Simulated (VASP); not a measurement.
# SnSe (Fm-3m) in VASP: notebook

The runs below take SnSe through relaxation of cell and atoms, single point, with LDA.

Program: VASP 6.6.1. These are calculated values, not measurements. Logs are shortened: lines on timing, memory, paths and dates and some standing lists are left out, and cuts for length are marked.

**1. The cell of the first run**

Symmetry: Fm-3m, No. 225, cubic system. The conventional cell has a = 5.893 Å, b = 5.893 Å, c = 5.893 Å, α = 90.00°, β = 90.00°, γ = 90.00°. Within 3.9 Å of Sn (site symmetry m-3m) lie 6 Se at 2.95 Å. Se (site symmetry m-3m) has 6 Sn at 2.95 Å within 3.9 Å.

**2. Relaxation of cell and atoms, LDA, target pressure 12 GPa, at which the enthalpy is minimised**

INCAR reads:

```
SYSTEM = SnSe
ALGO     = Normal         ! electronic algorithm
EDIFF    = 1E-7           ! SCF threshold, eV
EDIFFG   = -0.001         ! ionic threshold
ENCUT    = 600            ! plane-wave cutoff, eV
IBRION   = 2              ! ionic algorithm
ISIF     = 3              ! what is computed and relaxed
ISMEAR   = 0              ! smearing method
LASPH    = .True.         ! aspherical terms in the spheres
LCHARG   = .False.        ! write CHGCAR
LREAL    = .False.        ! projectors in reciprocal space
LWAVE    = .False.        ! write WAVECAR
NELM     = 80             ! most SCF steps
NSW      = 80             ! ionic steps
PREC     = Accurate       ! precision mode
PSTRESS  = 120.0        
SIGMA    = 0.01           ! smearing width, eV
```

KPOINTS reads:

```
k-points
0
Gamma
  8 8 8
  0 0 0
```

POSCAR reads:

```
SnSe
1.0
    0.0000000000      2.9462619150      2.9462619150
    2.9462619150      0.0000000000      2.9462619150
    2.9462619150      2.9462619150      0.0000000000
Sn Se
1 1
Direct
    0.0000000000      0.0000000000      0.0000000000
    0.5000000000      0.5000000000      0.5000000000
```

Potentials or basis: VASP PAW LDA potentials, release 64 (Sn_d, Se).

Launch:

```console
$ cat potpaw_LDA.64/Sn_d/POTCAR potpaw_LDA.64/Se/POTCAR > POTCAR
$ mpirun -np 1 vasp_std > vasp.out
```

OUTCAR:

```text
SYSTEM = SnSe
   EDIFF = 1E-7
   EDIFFG = -0.001
   ENCUT = 600
   IBRION = 2
   ISIF = 3
   ISMEAR = 0
   LASPH = .True.
   LREAL = .False.
   NELM = 80
   NSW = 80
   PREC = Accurate
   PSTRESS = 120.0

 ion  position               nearest neighbor table
   1  0.000  0.000  0.000-   2 2.95   2 2.95   2 2.95   2 2.95   2 2.95   2 2.95
   2  0.500  0.500  0.500-   1 2.95   1 2.95   1 2.95   1 2.95   1 2.95   1 2.95

  LATTYP: Found a face centered cubic cell.
 ALAT       =     5.8925238300

  Lattice vectors:

 A1 = (   0.0000000000,   2.9462619150,   2.9462619150)
 A2 = (   2.9462619150,   0.0000000000,   2.9462619150)
 A3 = (   2.9462619150,   2.9462619150,   0.0000000000)

Analysis of symmetry for initial positions (statically):
=====================================================================
 Subroutine PRICEL returns:
 Original cell was already a primitive cell.

 Routine SETGRP: Setting up the symmetry group for a
 face centered cubic supercell.

 Subroutine GETGRP returns: Found 48 space group operations
 (whereof 48 operations were pure point group operations)
 out of a pool of 48 trial point group operations.

The static configuration has the point symmetry O_h .

Analysis of symmetry for dynamics (positions and initial velocities):
=====================================================================
 Subroutine PRICEL returns:
 Original cell was already a primitive cell.

 Routine SETGRP: Setting up the symmetry group for a
 face centered cubic supercell.

 Subroutine GETGRP returns: Found 48 space group operations
 (whereof 48 operations were pure point group operations)
 out of a pool of 48 trial point group operations.

The dynamic configuration has the point symmetry O_h .

 Subroutine INISYM returns: Found 48 space group operations
 (whereof 48 operations are pure point group operations),
 and found     1 'primitive' translations

----------------------------------------------------------------------------------------

                                     Primitive cell

  volume of cell :      51.1498

  direct lattice vectors                    reciprocal lattice vectors
     0.000000000  2.946261915  2.946261915    -0.169706569  0.169706569  0.169706569
     2.946261915  0.000000000  2.946261915     0.169706569 -0.169706569  0.169706569
     2.946261915  2.946261915  0.000000000     0.169706569  0.169706569 -0.169706569

  length of vectors
     4.166643558  4.166643558  4.166643558     0.293940399  0.293940399  0.293940399

  position of ions in fractional coordinates (direct lattice)
     0.000000000  0.000000000  0.000000000
     0.500000000  0.500000000  0.500000000

  ion indices of the primitive-cell ions
   primitive index   ion index
                 1           1
                 2           2

----------------------------------------------------------------------------------------

 KPOINTS: k-points

Automatic generation of k-mesh.
 Grid dimensions read from file:
 generate k-points for:    8    8    8

 Generating k-lattice:

  Cartesian coordinates                     Fractional coordinates (reciprocal lattice)
    -0.021213321  0.021213321  0.021213321     0.125000000  0.000000000  0.000000000
     0.021213321 -0.021213321  0.021213321     0.000000000  0.125000000  0.000000000
     0.021213321  0.021213321 -0.021213321     0.000000000  0.000000000  0.125000000

  Length of vectors
     0.036742550  0.036742550  0.036742550

  Shift w.r.t. Gamma in fractional coordinates (k-lattice)
     0.000000000  0.000000000  0.000000000

 Subroutine IBZKPT returns following result:
 ===========================================

 Found     29 irreducible k-points:

 Following reciprocal coordinates:
            Coordinates               Weight
  0.000000  0.000000  0.000000      1.000000
  0.125000  0.000000  0.000000      8.000000
  0.250000  0.000000  0.000000      8.000000
  0.375000  0.000000  0.000000      8.000000
  0.500000  0.000000  0.000000      4.000000
  0.125000  0.125000  0.000000      6.000000
[... 16 lines left out ...]
  0.500000  0.250000  0.125000     48.000000
 -0.375000  0.250000  0.125000     24.000000
 [... further k-points ...]
   k-points           NKPTS =     29   k-points in BZ     NKDIM =     29   number of bands    NBANDS=     14
   number of dos      NEDOS =    301   number of ions     NIONS =      2
   total plane-waves  NPLWV =  46656
   dimension x,y,z NGX =    36 NGY =   36 NGZ =   36
   dimension x,y,z NGXF=    72 NGYF=   72 NGZF=   72
   ions per type =               1   1
   NGX,Y,Z   is equivalent  to a cutoff of  14.36, 14.36, 14.36 a.u.
   NGXF,Y,Z  is equivalent  to a cutoff of  28.73, 28.73, 28.73 a.u.
 SYSTEM =  SnSe
   PREC   = accura    normal or accurate (medium, high low for compatibility)
   ISTART =      0    job   : 0-new  1-cont  2-samecut
   ICHARG =      2    charge: 1-file 2-atom 10-const
   ISPIN  =      1    spin polarized calculation?
   LNONCOLLINEAR =      F non collinear calculations
   LSORBIT =      F    spin-orbit coupling
   LASPH  =      T    aspherical Exc in radial PAW
   ENCUT  =  600.0 eV  44.10 Ry    6.64 a.u.   8.32  8.32  8.32*2*pi/ulx,y,z
   NELM   =     80;   NELMIN=  2; NELMDL= -5     # of ELM steps
   EDIFF  = 0.1E-06   stopping-criterion for ELM
   LREAL  =      F    real-space projection
   EDIFFG = -.1E-02   stopping-criterion for IOM
   NSW    =     80    number of steps for IOM
   IBRION =      2    ionic relax: 0-MD 1-quasi-New 2-CG
   NFREE  =      1    steps in history (QN), initial steepest desc. (CG)
   ISIF   =      3    stress and relaxation
   ISYM   =      2    0-nonsym 1-usesym 2-fastsym
   POTIM  = 0.5000    time-step for ionic-motion
   TEBEG  =    0.0;   TEEND  =   0.0 temperature during run
   PSTRESS=  120.0 pullay stress
   NELECT =      20.0000    total number of electrons
   NUPDOWN=      -1.0000    fix difference up-down
   EMIN   =  10.00;   EMAX   =-10.00  energy-range for DOS
   EFERMI =   0.00;   METHOD = LEGACY
   ISMEAR =     0;   SIGMA  =   0.01  broadening in eV -4-tet -1-fermi 0-gaus
   EFERMI_NEDOS =   21; number of points for ismear=-14 and -15
   IALGO  =     38    algorithm
   IMIX   =      4    mixing-type and parameters
     AMIX     =   0.40;   BMIX     =  1.00
     AMIX_MAG =   1.60;   BMIX_MAG =  1.00
  volume/ion in A,a.u.               =      25.57       172.59
  Fermi-wavevector in a.u.,A,eV,Ry     =   1.197118  2.262224 19.498380  1.433091
  Thomas-Fermi vector in A             =   2.333041
   LORBIT       =      0    0 simple, 1 ext, 2 COOP (PROOUT), +10 PAW based schemes
   GGA     = CA    functional components
   LHFCALC =     F    Hartree Fock is set to
   AEXX    =    0.0000 exact exchange contribution
   IVDW    =     0    specifies the selected vdW correction
   LEPSILON=     F    determine dielectric tensor
   LRPA    =     F    only Hartree local field effects (RPA)
 conjugate gradient relaxation of ions
 non-spin polarized calculation
 Gauss-broadening in eV      SIGMA  =   0.01
  energy-cutoff  :      600.00
  volume of cell :       51.15
 maximum number of plane-waves:      1727
 NGX is ok and might be reduce to    36
   NGX = 17   NGY = 17   NGZ = 17

--------------------------------------- Ionic step        1  -------------------------------------------

 number of electron      20.0000001 magnetization

 Free energy of the ion-electron system (eV)
  ---------------------------------------------------
  ext. energy  EPLUGINS =         0.00000000
  ---------------------------------------------------
  free energy    TOTEN  =        -9.50978383 eV

  energy without entropy =       -9.50978383  energy(sigma->0) =       -9.50978383

------------------------ aborting loop because EDIFF is reached ----------------------------------------

  FORCE on cell =-STRESS in cart. coord.  units (eV):
  Direction    XX          YY          ZZ          XY          YZ          ZX
  --------------------------------------------------------------------------------------
  -------------------------------------------------------------------------------------
  Total        0.0413041      0.0413041      0.0413041      0.0000000      0.0000000     -0.0000000
  in kB        1.2937775      1.2937775      1.2937775      0.0000000      0.0000000     -0.0000000
  external PRESSURE =    -118.7062225 kB  Pullay stress =     120.0000000 kB
[... 23 lines left out ...]
  enthalpy is  TOTEN    =        -5.6787612212 eV   P V=        3.8310226083

--------------------------------------- Ionic step        2  -------------------------------------------

 number of electron      20.0000002 magnetization

 E-fermi :  10.8266     XC(G=0): -11.5347

 val. band max:       10.7777122187   @ k =  -0.2500   0.1250   0.0000
 cond. band min:      10.9180500068   @ k =   0.5000   0.0000   0.0000
 fundamental gap:      0.1403377881
 Fermi energy:        10.8266002436

 k-point     1 :       0.0000    0.0000    0.0000
  band No.  band energies     occupation
      1     -11.6702      2.00000
      2     -11.6702      2.00000
      3     -11.6427      2.00000
      4     -11.6427      2.00000
      5     -11.6427      2.00000
      6      -6.7405      2.00000
      7       6.5148      2.00000
      8       6.8274      2.00000
      9       6.8274      2.00000
     10       6.8274      2.00000
     11      15.5170      0.00000
     12      15.7408      0.00000
     13      15.7408      0.00000
     14      15.7408      0.00000
[... 578 lines left out ...]
  enthalpy is  TOTEN    =        -5.9596852856 eV   P V=        3.3306521132

--------------------------------------- Ionic step        7  -------------------------------------------

 number of electron      20.0000003 magnetization

 Free energy of the ion-electron system (eV)
  ---------------------------------------------------
  ext. energy  EPLUGINS =         0.00000000
  ---------------------------------------------------
  free energy    TOTEN  =        -9.28273203 eV

  energy without entropy =       -9.28273203  energy(sigma->0) =       -9.28273203

 E-fermi :   8.3076     XC(G=0): -10.8278

 val. band max:        8.2479684874   @ k =  -0.2500   0.1250   0.0000
 cond. band min:       8.7904376235   @ k =  -0.3750   0.1250   0.0000
 fundamental gap:      0.5424691360
 Fermi energy:         8.3076242919

 k-point     1 :       0.0000    0.0000    0.0000
  band No.  band energies     occupation
      1     -13.5826      2.00000
      2     -13.5826      2.00000
      3     -13.5685      2.00000
      4     -13.5685      2.00000
      5     -13.5685      2.00000
      6      -7.4759      2.00000
      7       3.6091      2.00000
      8       5.1955      2.00000
      9       5.1955      2.00000
     10       5.1955      2.00000
     11      13.0122      0.00000
     12      13.0122      0.00000
     13      13.0122      0.00000
     14      13.5993      0.00000
[... 420 lines left out ...]
  FREE ENERGIE OF THE ION-ELECTRON SYSTEM (eV)
  ---------------------------------------------------
  free  energy   TOTEN  =        -9.2827320313 eV

  energy  without entropy=       -9.2827320313  energy(sigma->0) =       -9.28273203

  enthalpy is  TOTEN    =        -5.9597666346 eV   P V=        3.3229653967

 reached required accuracy - stopping structural energy minimisation
```

Wall time 3.7 min (1 thread of AMD EPYC 7R13, shared host); peak memory 0.16 GiB.

What came out:

```
Free energy                                            : -9.2827 eV
Relaxed volume                                         : 22.18 Å³/atom
Relaxed cell                                           : a = 3.974 Å, b = 3.974 Å, c = 3.974 Å, α = 60.00°, β = 60.00°, γ = 60.00°
Space group after relaxing (to 0.05 Å)                 : Fm-3m (No. 225)
Energy change on relaxing (the enthalpy is what falls) : +113.5 meV/atom
Ionic steps                                            : 7
Pressure after relaxing                                : 12.0 GPa
Band gap on the k mesh                                 : 0.54 eV, indirect (least direct gap 0.62 eV)
```

Step by step:
| step | energy change (eV) | largest force (eV/Å) | pressure (GPa) | volume (Å³) |
| --- | --- | --- | --- | --- |
| 1 | 0.0000 | 0.0000 | 0.13 | 51.15 |
| 2 | 1.0212 | 0.0000 | 32.42 | 38.37 |
| 3 | 0.2128 | 0.0000 | 11.52 | 44.56 |
| 4 | 0.2255 | 0.0000 | 11.95 | 44.39 |
| 5 | 0.2353 | 0.0000 | 12.26 | 44.26 |
| 6 | 0.2194 | 0.0000 | 11.75 | 44.47 |
| 7 | 0.2271 | 0.0000 | 11.99 | 44.37 |

Final structure:
```
Sn Se
1.0
     0.00000    2.80980    2.80980
     2.80980    0.00000    2.80980
     2.80980    2.80980    0.00000
Sn Se
1 1
Direct
  0.00000 0.00000 0.00000
  0.50000 0.50000 0.50000
```

Caveat: the cell is relaxed towards a set pressure, so the enthalpy falls and the energy may rise; spin-orbit coupling is left out, which moves the levels of the heavy elements. Zero-point motion and thermal expansion aren't in these numbers.

(Part 1 of 2 ends here.)
